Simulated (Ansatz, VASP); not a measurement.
Two plane-wave programs on RbBr

```
Rb Br
1.0
     0.00000    3.59926    3.43247
     3.59926    0.00000    3.43247
     3.59926    3.59926    0.00000
Rb Br
1 1
Cartesian
  0.0000 0.0000 0.0000
  3.5993 3.5993 3.4325
```

Change from the starting cell: epitaxial_xy strain +4.0%.

Alike in both runs: task single point; functional HSE06; k mesh 4 × 4 × 4; no spin polarisation.

|  | VASP | Ansatz |
| --- | --- | --- |
| version | VASP 6.6.1 | Ansatz 0.2.0 |
| potentials or method | VASP PAW PBE potentials, release 64 (Rb_sv, Br) | plane waves, PAW |
| plane-wave cutoff (eV) | 520 | 420 |
| occupations | gaussian, width 0.01 eV | fixed |
| valence electrons in the cell | 16 | 16 |

VASP gave:

```
gap on the k mesh at the Fermi level (eV)                     : 5.24
pressure (GPa)                                                : -0.4
traceless stress, the component that is largest in VASP (GPa) : 0.67
```

Q: What did Ansatz give for the same quantities?

A: gap on the k mesh at the Fermi level (eV): 5.24; pressure (GPa): -0.4; traceless stress, the component that is largest in VASP (GPa): 0.66.

Ansatz's warnings: stress exchange threshold loose, stress scf threshold loose.
